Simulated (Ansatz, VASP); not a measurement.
**Ga: VASP beside Ansatz**

```
Ga
1.0
     1.38300   -4.02650    0.00000
     1.38300    4.02650    0.00000
    -0.11745    0.00000    3.32993
Ga
2
Direct
  0.13100 0.86900 0.75000
  0.86900 0.13100 0.25000
```

Alike in both runs: task single point; functional RPBE; k mesh 10 × 10 × 8; occupations fermi-dirac, width 0.05 eV; no spin polarisation.

```csv
,VASP,Ansatz
version,VASP 6.6.1,Ansatz 0.2.0
potentials or method,"VASP PAW PBE potentials, release 64 (Ga_d), cutoff 520 eV","all-electron LAPW, scalar-relativistic"
```

```csv
,VASP,Ansatz,Ansatz less VASP
gap on the k mesh at the Fermi level (eV),none,none,-
pressure (GPa),3.6,3.6,+0.01
"traceless stress, the component that is largest in VASP (GPa)",-1.15,-1.12,+0.029
rms of the force components (eV/Å),0.122,0.121,-0.0012
```

VASP's potentials were made for PBE, not for RPBE. Atom by atom the forces differ by 0.001 eV/Å (rms over components). A gap of «none» marks a metal or a gap that the smearing closes. Ansatz ran all-electron here, and VASP with PAW potentials.
